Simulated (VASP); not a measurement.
# OsI (Pm-3m) in VASP: notebook

OsI is run at these levels: PBEsol; tasks: single point.

Everything below comes from runs of VASP 6.6.1. Logs are shortened: lines on timing, memory, paths and dates and some standing lists are left out, and cuts for length are marked.

## (1) The cell of the first run

The structure is cubic, space group Pm-3m (No. 221). Conventional cell: a = 3.840 Å, b = 3.840 Å, c = 3.840 Å, α = 90.00°, β = 90.00°, γ = 90.00°. Os (site symmetry m-3m) has 8 I at 3.33 Å and 6 Os at 3.84 Å within 4.4 Å. Within 4.4 Å of I (site symmetry m-3m) lie 8 Os at 3.33 Å and 6 I at 3.84 Å.

## (2) Single point, PBEsol, non-collinear spin, zero start, spin-orbit coupling

INCAR

```
SYSTEM = OsI
PREC = Accurate
ENCUT = 520
EDIFF = 1E-6
ISMEAR = 0
SIGMA = 0.01
LREAL = .FALSE.
LASPH = .TRUE.
NELM = 150
ALGO = Normal
ISIF = 2
LWAVE = .FALSE.
LCHARG = .TRUE.
MAGMOM = 0 0 0 0 0 0
LORBIT = 11
LSORBIT = .TRUE.
GGA_COMPAT = .FALSE.
LORBMOM = .TRUE.
LMAXMIX = 4
GGA = PS
LVHAR = .TRUE.
NBANDS = 27
```

KPOINTS

```
regular mesh
0
G
  6 6 6
  0 0 0
```

POSCAR

```
OsI
1.0
    3.8404660000      0.0000000000      0.0000000000
    0.0000000000      3.8404660000      0.0000000000
    0.0000000000      0.0000000000      3.8404660000
Os I
1 1
Direct
    0.5000000000      0.5000000000      0.5000000000
    0.0000000000      0.0000000000      0.0000000000
```

Potentials or basis: VASP PAW PBE potentials, release 64 (Os, I).

The run is started by

```bash
> cat potpaw_PBE.64/Os/POTCAR potpaw_PBE.64/I/POTCAR > POTCAR
> mpirun -np 1 vasp_ncl > vasp.out
```

OUTCAR:

```text
SYSTEM = OsI
   PREC = Accurate
   ENCUT = 520
   EDIFF = 1E-6
   ISMEAR = 0
   LREAL = .FALSE.
   LASPH = .TRUE.
   NELM = 150
   ISIF = 2
   LORBIT = 11
   LSORBIT = .TRUE.
   GGA = PS

 ion  position               nearest neighbor table
   1  0.500  0.500  0.500-   2 3.33   2 3.33   2 3.33   2 3.33   2 3.33   2 3.33   2 3.33   2 3.33

   2  0.000  0.000  0.000-   1 3.33   1 3.33   1 3.33   1 3.33   1 3.33   1 3.33   1 3.33   1 3.33

  LATTYP: Found a simple cubic cell.
 ALAT       =     3.8404660000

  Lattice vectors:

 A1 = (   3.8404660000,   0.0000000000,   0.0000000000)
 A2 = (   0.0000000000,   3.8404660000,   0.0000000000)
 A3 = (   0.0000000000,   0.0000000000,   3.8404660000)

Analysis of symmetry for initial positions (statically):
=====================================================================
 Subroutine PRICEL returns:
 Original cell was already a primitive cell.

 Routine SETGRP: Setting up the symmetry group for a
 simple cubic supercell.

 Subroutine GETGRP returns: Found 48 space group operations
 (whereof 48 operations were pure point group operations)
 out of a pool of 48 trial point group operations.

The static configuration has the point symmetry O_h .

Analysis of symmetry for dynamics (positions and initial velocities):
=====================================================================
 Subroutine PRICEL returns:
 Original cell was already a primitive cell.

 Routine SETGRP: Setting up the symmetry group for a
 simple cubic supercell.

 Subroutine GETGRP returns: Found 48 space group operations
 (whereof 48 operations were pure point group operations)
 out of a pool of 48 trial point group operations.

The dynamic configuration has the point symmetry O_h .

Analysis of structural, dynamic, and magnetic symmetry:
=====================================================================
 Subroutine PRICEL returns:
 Original cell was already a primitive cell.

 Routine SETGRP: Setting up the symmetry group for a
 simple cubic supercell.

 Subroutine GETGRP returns: Found 48 space group operations
 (whereof 48 operations were pure point group operations)
 out of a pool of 48 trial point group operations.

The overall configuration has the point symmetry O_h .

 Subroutine INISYM returns: Found 48 space group operations
 (whereof 48 operations are pure point group operations),
 and found     1 'primitive' translations

----------------------------------------------------------------------------------------

                                     Primitive cell

  volume of cell :      56.6437

  direct lattice vectors                    reciprocal lattice vectors
     3.840466000  0.000000000  0.000000000     0.260385068  0.000000000  0.000000000
     0.000000000  3.840466000  0.000000000     0.000000000  0.260385068  0.000000000
     0.000000000  0.000000000  3.840466000     0.000000000  0.000000000  0.260385068

  length of vectors
     3.840466000  3.840466000  3.840466000     0.260385068  0.260385068  0.260385068

  position of ions in fractional coordinates (direct lattice)
     0.500000000  0.500000000  0.500000000
     0.000000000  0.000000000  0.000000000

  ion indices of the primitive-cell ions
   primitive index   ion index
                 1           1
                 2           2

----------------------------------------------------------------------------------------

 KPOINTS: regular mesh

Automatic generation of k-mesh.
 Grid dimensions read from file:
 generate k-points for:    6    6    6

 Generating k-lattice:

  Cartesian coordinates                     Fractional coordinates (reciprocal lattice)
     0.043397511  0.000000000  0.000000000     0.166666667  0.000000000  0.000000000
     0.000000000  0.043397511  0.000000000     0.000000000  0.166666667  0.000000000
[... 94 lines left out ...]

 number of electron      14.9999998 magnetization      -0.0000000      0.0000000      0.0000000

 Free energy of the ion-electron system (eV)
  ---------------------------------------------------
  ext. energy  EPLUGINS =         0.00000000
  ---------------------------------------------------
  free energy    TOTEN  =        -9.08134011 eV

  energy without entropy =       -9.08094523  energy(sigma->0) =       -9.08114267

 E-fermi :   5.1005     XC(G=0): -10.3097

 val. band max:        5.0994857406   @ k =   0.5000   0.5000   0.3333
 cond. band min:       5.1107839760   @ k =   0.3333   0.3333   0.1667
 fundamental gap:      0.0112982354
 Fermi energy:         5.1005450485

 k-point     1 :       0.0000    0.0000    0.0000
  band No.  band energies     occupation
      1      -9.1352      1.00000
      2      -9.1352      1.00000
      3       1.9129      1.00000
      4       1.9129      1.00000
      5       3.0471      1.00000
      6       3.0471      1.00000
[... 589 lines left out ...]
     26       7.1426      0.00000
     27      19.6503      0.00000

------------------------ aborting loop because EDIFF is reached ----------------------------------------

  FORCE on cell =-STRESS in cart. coord.  units (eV):
  Direction    XX          YY          ZZ          XY          YZ          ZX
  --------------------------------------------------------------------------------------
  -------------------------------------------------------------------------------------
  Total       -7.0619281     -7.0619281     -7.0619281     -0.0000000     -0.0000000     -0.0000000
  in kB     -199.7478450   -199.7478450   -199.7478450     -0.0000000     -0.0000000     -0.0000000
  external PRESSURE =    -199.7478450 kB  Pullay stress =       0.0000000 kB

 VOLUME and BASIS-vectors are now :
 -----------------------------------------------------------------------------
  energy-cutoff  :      520.00
  volume of cell :       56.64
      direct lattice vectors                 reciprocal lattice vectors
     3.840466000  0.000000000  0.000000000     0.260385068  0.000000000  0.000000000
     0.000000000  3.840466000  0.000000000     0.000000000  0.260385068  0.000000000
     0.000000000  0.000000000  3.840466000     0.000000000  0.000000000  0.260385068

 POSITION                                       TOTAL-FORCE (eV/Angst)
 -----------------------------------------------------------------------------------
      1.92023      1.92023      1.92023         0.000000      0.000000      0.000000
      0.00000      0.00000      0.00000         0.000000      0.000000      0.000000
 -----------------------------------------------------------------------------------
    total drift:                                0.000000      0.000000      0.000000

  FREE ENERGIE OF THE ION-ELECTRON SYSTEM (eV)
  ---------------------------------------------------
  free  energy   TOTEN  =        -9.0813401063 eV

  energy  without entropy=       -9.0809452292  energy(sigma->0) =       -9.08114267

 orbital moment (x)

 # of ion     p       d       tot
 ----------------------------------------
  1         0.000  -0.000  -0.000
  2         0.000  -0.000  -0.000
 ----------------------------------------
            0.000  -0.000  -0.000

 orbital moment (y)

 # of ion     p       d       tot
 ----------------------------------------
  1         0.000   0.000   0.000
  2         0.000   0.000   0.000
 ----------------------------------------
            0.000   0.000   0.000

 orbital moment (z)

 # of ion     p       d       tot
 ----------------------------------------
  1         0.000   0.000   0.000
  2         0.000  -0.000  -0.000
 ----------------------------------------
            0.000   0.000   0.000

 Spin-Orbit-Coupling matrix elements

 Ion:    1  E_soc:     -1.0437190
 l=   1
     0.0000000    -0.0096611    -0.0096611
    -0.0096611     0.0000000    -0.0096611
    -0.0096611    -0.0096611     0.0000000
 l=   2
     0.0000000    -0.0349042     0.0000000    -0.0349042    -0.1293880
    -0.0349042     0.0000000    -0.0970410    -0.0349042    -0.0323470
     0.0000000    -0.0970410     0.0000000    -0.0970410     0.0000000
    -0.0349042    -0.0349042    -0.0970410     0.0000000    -0.0323470
    -0.1293880    -0.0323470     0.0000000    -0.0323470     0.0000000
 l=   3
     0.0000000     0.0000000     0.0000000     0.0000000     0.0000000     0.0000000     0.0000000
     0.0000000     0.0000000     0.0000000     0.0000000     0.0000000     0.0000000     0.0000000
     0.0000000     0.0000000     0.0000000     0.0000000     0.0000000     0.0000000     0.0000000
     0.0000000     0.0000000     0.0000000     0.0000000     0.0000000     0.0000000     0.0000000
     0.0000000     0.0000000     0.0000000     0.0000000     0.0000000     0.0000000     0.0000000
     0.0000000     0.0000000     0.0000000     0.0000000     0.0000000     0.0000000     0.0000000
     0.0000000     0.0000000     0.0000000     0.0000000     0.0000000     0.0000000     0.0000000

 Ion:    2  E_soc:     -0.2703891
 l=   1
     0.0000000    -0.0446915    -0.0446915
    -0.0446915     0.0000000    -0.0446915
    -0.0446915    -0.0446915     0.0000000
 l=   2
     0.0000000    -0.0001736     0.0000000    -0.0001736    -0.0001997
    -0.0001736     0.0000000    -0.0001498    -0.0001736    -0.0000499
     0.0000000    -0.0001498     0.0000000    -0.0001498     0.0000000
    -0.0001736    -0.0001736    -0.0001498     0.0000000    -0.0000499
    -0.0001997    -0.0000499     0.0000000    -0.0000499     0.0000000
 l=   3
     0.0000000     0.0000000     0.0000000     0.0000000     0.0000000     0.0000000     0.0000000
     0.0000000     0.0000000     0.0000000     0.0000000     0.0000000     0.0000000     0.0000000
     0.0000000     0.0000000     0.0000000     0.0000000     0.0000000     0.0000000     0.0000000
     0.0000000     0.0000000     0.0000000     0.0000000     0.0000000     0.0000000     0.0000000
     0.0000000     0.0000000     0.0000000     0.0000000     0.0000000     0.0000000     0.0000000
     0.0000000     0.0000000     0.0000000     0.0000000     0.0000000     0.0000000     0.0000000
     0.0000000     0.0000000     0.0000000     0.0000000     0.0000000     0.0000000     0.0000000

 total charge

# of ion       s       p       d       tot
------------------------------------------
    1        0.373   0.147   5.822   6.342
    2        1.554   2.460   0.062   4.076
--------------------------------------------------
tot          1.927   2.607   5.884  10.418

 magnetization (x)

# of ion       s       p       d       tot
------------------------------------------
    1       -0.000   0.000   0.000   0.000
    2        0.000   0.000   0.000   0.000
--------------------------------------------------
tot          0.000   0.000   0.000   0.000

 magnetization (y)

# of ion       s       p       d       tot
------------------------------------------
    1       -0.000   0.000  -0.000  -0.000
    2        0.000   0.000  -0.000   0.000
--------------------------------------------------
tot          0.000   0.000  -0.000  -0.000

 magnetization (z)

# of ion       s       p       d       tot
------------------------------------------
    1       -0.000   0.000  -0.000  -0.000
    2        0.000   0.000   0.000   0.000
--------------------------------------------------
tot          0.000   0.000  -0.000  -0.000
```

It took 34 s on 1 thread of Intel Xeon Platinum 8559C (Emerald Rapids), shared host; peak memory 0.29 GiB.

What came out:

```
Free energy                                           : -9.0813 eV
Pressure                                              : -20.0 GPa
Net moment                                            : 0.00 μB per cell
Valence electrons inside the program's atomic spheres : Os 6.34; I 4.08
```

Moments on the atoms (μB; x, y, z):
```
Os  0.00 0.00 0.00
I   0.00 0.00 0.00
```

Caveat: the cell stands under tension; the PAW data sets were made with another functional, which shifts forces and pressure a little.

## (3) Single point, PBEsol, non-collinear spin, zero start, spin-orbit coupling

INCAR

```
SYSTEM = OsI
PREC     = Accurate       ! precision mode
ENCUT    = 520            ! plane-wave cutoff, eV
EDIFF    = 1E-7           ! SCF threshold, eV
ISMEAR   = 0              ! smearing method
SIGMA    = 0.005          ! smearing width, eV
LREAL    = .False.        ! projectors in reciprocal space
LASPH    = .True.         ! aspherical terms in the spheres
NELM     = 150            ! most SCF steps
ALGO     = Normal         ! electronic algorithm
ISIF     = 2              ! what is computed and relaxed
LWAVE    = .False.        ! write WAVECAR
LCHARG   = .False.        ! write CHGCAR
MAGMOM   = 0 0 0 0 0 0    ! initial moments
LORBIT   = 11             ! projections on sites
LSORBIT  = .True.         ! spin-orbit coupling
GGA_COMPAT= .False.      
LORBMOM  = .True.       
LMAXMIX  = 4              ! l up to which the mixer works
GGA      = PS             ! functional
NBANDS   = 27             ! bands
```

KPOINTS

```
regular mesh
0
Gamma
  6 6 6
  0 0 0
```

POSCAR is that of step 2.

Potentials or basis: VASP PAW PBE potentials, release 64 (Os, I).

The run is started by

```bash
> cat potpaw_PBE.64/Os/POTCAR potpaw_PBE.64/I/POTCAR > POTCAR
> mpirun -np 1 vasp_ncl > vasp.out
```

OUTCAR:

```text
SYSTEM = OsI
   PREC = Accurate
   ENCUT = 520
   EDIFF = 1E-7
   ISMEAR = 0
   LREAL = .False.
   LASPH = .True.
   NELM = 150
   ISIF = 2
   LORBIT = 11
   LSORBIT = .True.
   GGA = PS

 ion  position               nearest neighbor table
   1  0.500  0.500  0.500-   2 3.33   2 3.33   2 3.33   2 3.33   2 3.33   2 3.33   2 3.33   2 3.33

   2  0.000  0.000  0.000-   1 3.33   1 3.33   1 3.33   1 3.33   1 3.33   1 3.33   1 3.33   1 3.33

  LATTYP: Found a simple cubic cell.
 ALAT       =     3.8404660000

  Lattice vectors:

 A1 = (   3.8404660000,   0.0000000000,   0.0000000000)
 A2 = (   0.0000000000,   3.8404660000,   0.0000000000)
 A3 = (   0.0000000000,   0.0000000000,   3.8404660000)

Analysis of symmetry for initial positions (statically):
=====================================================================
 Subroutine PRICEL returns:
 Original cell was already a primitive cell.

 Routine SETGRP: Setting up the symmetry group for a
 simple cubic supercell.

[... 860 lines left out ...]
 l=   3
     0.0000000     0.0000000     0.0000000     0.0000000     0.0000000     0.0000000     0.0000000
     0.0000000     0.0000000     0.0000000     0.0000000     0.0000000     0.0000000     0.0000000
     0.0000000     0.0000000     0.0000000     0.0000000     0.0000000     0.0000000     0.0000000
     0.0000000     0.0000000     0.0000000     0.0000000     0.0000000     0.0000000     0.0000000
     0.0000000     0.0000000     0.0000000     0.0000000     0.0000000     0.0000000     0.0000000
     0.0000000     0.0000000     0.0000000     0.0000000     0.0000000     0.0000000     0.0000000
     0.0000000     0.0000000     0.0000000     0.0000000     0.0000000     0.0000000     0.0000000

 Ion:    2  E_soc:     -0.2703974
 l=   1
     0.0000000    -0.0446897    -0.0446897
    -0.0446897     0.0000000    -0.0446897
    -0.0446897    -0.0446897     0.0000000
 l=   2
     0.0000000    -0.0001765     0.0000000    -0.0001765    -0.0002001
    -0.0001765     0.0000000    -0.0001501    -0.0001765    -0.0000500
     0.0000000    -0.0001501     0.0000000    -0.0001501     0.0000000
    -0.0001765    -0.0001765    -0.0001501     0.0000000    -0.0000500
    -0.0002001    -0.0000500     0.0000000    -0.0000500     0.0000000
 l=   3
     0.0000000     0.0000000     0.0000000     0.0000000     0.0000000     0.0000000     0.0000000
     0.0000000     0.0000000     0.0000000     0.0000000     0.0000000     0.0000000     0.0000000
     0.0000000     0.0000000     0.0000000     0.0000000     0.0000000     0.0000000     0.0000000
     0.0000000     0.0000000     0.0000000     0.0000000     0.0000000     0.0000000     0.0000000
     0.0000000     0.0000000     0.0000000     0.0000000     0.0000000     0.0000000     0.0000000
     0.0000000     0.0000000     0.0000000     0.0000000     0.0000000     0.0000000     0.0000000
     0.0000000     0.0000000     0.0000000     0.0000000     0.0000000     0.0000000     0.0000000

 total charge

# of ion       s       p       d       tot
------------------------------------------
    1        0.374   0.148   5.820   6.342
    2        1.554   2.459   0.062   4.076
--------------------------------------------------
tot          1.928   2.607   5.883  10.417

 magnetization (x)

# of ion       s       p       d       tot
------------------------------------------
    1        0.000   0.000   0.000   0.000
    2       -0.000   0.000   0.000   0.000
--------------------------------------------------
tot         -0.000   0.000   0.000   0.000

 magnetization (y)

# of ion       s       p       d       tot
------------------------------------------
    1        0.000   0.000   0.000   0.000
    2       -0.000   0.000  -0.000  -0.000
--------------------------------------------------
tot         -0.000   0.000  -0.000  -0.000

 magnetization (z)

# of ion       s       p       d       tot
------------------------------------------
    1       -0.000  -0.000   0.000  -0.000
    2        0.000   0.000  -0.000  -0.000
--------------------------------------------------
tot         -0.000  -0.000  -0.000  -0.000
```

OSZICAR:

```text
N       E                     dE             d eps       ncg     rms          rms(c)
DAV:   1     0.713656313568E+02    0.71366E+02   -0.59054E+03  1080   0.945E+02
DAV:   2    -0.278616487945E+01   -0.74152E+02   -0.66274E+02  1265   0.231E+02
DAV:   3    -0.917384172887E+01   -0.63877E+01   -0.59591E+01  1264   0.573E+01
DAV:   4    -0.932015806096E+01   -0.14632E+00   -0.14493E+00  1326   0.102E+01
DAV:   5    -0.932333447440E+01   -0.31764E-02   -0.31743E-02  1297   0.146E+00    0.116E+01
DAV:   6    -0.913999272967E+01    0.18334E+00   -0.69368E-01  1494   0.668E+00    0.617E+00
DAV:   7    -0.909969673425E+01    0.40296E-01   -0.16238E-01  1366   0.391E+00    0.425E+00
DAV:   8    -0.908316553744E+01    0.16531E-01   -0.98819E-02  1340   0.252E+00    0.131E+00
DAV:   9    -0.908215284065E+01    0.10127E-02   -0.30569E-03  1174   0.416E-01    0.519E-01
DAV:  10    -0.908141394409E+01    0.73890E-03   -0.57141E-03  1171   0.483E-01    0.170E-01
DAV:  11    -0.908118930665E+01    0.22464E-03   -0.60575E-04  1156   0.175E-01    0.444E-02
DAV:  12    -0.908119068288E+01   -0.13762E-05   -0.34442E-05  1353   0.412E-02    0.281E-02
DAV:  13    -0.908119273001E+01   -0.20471E-05   -0.19481E-05  1155   0.295E-02    0.171E-02
DAV:  14    -0.908119036607E+01    0.23639E-05   -0.45542E-06  1153   0.143E-02    0.408E-03
DAV:  15    -0.908119032796E+01    0.38115E-07   -0.35002E-07  1252   0.436E-03
   1 F= -.90811903E+01 E0= -.90811442E+01  d E =-.921673E-04  mag=     0.0000     0.0000     0.0000
```

Run time: 34 s. Hardware: 1 thread of Intel Xeon Platinum 8559C (Emerald Rapids), shared host; peak memory 0.3 GiB.

What came out:

```
Free energy                                           : -9.0812 eV
Pressure                                              : -20.0 GPa
Net moment                                            : 0.00 μB per cell
Valence electrons inside the program's atomic spheres : Os 6.34; I 4.08
```

Moments on the atoms (μB; x, y, z):
```
Os  0.00 0.00 0.00
I   0.00 0.00 0.00
```

Caveat: the cell stands under tension; the PAW data sets were made with another functional, which shifts forces and pressure a little.
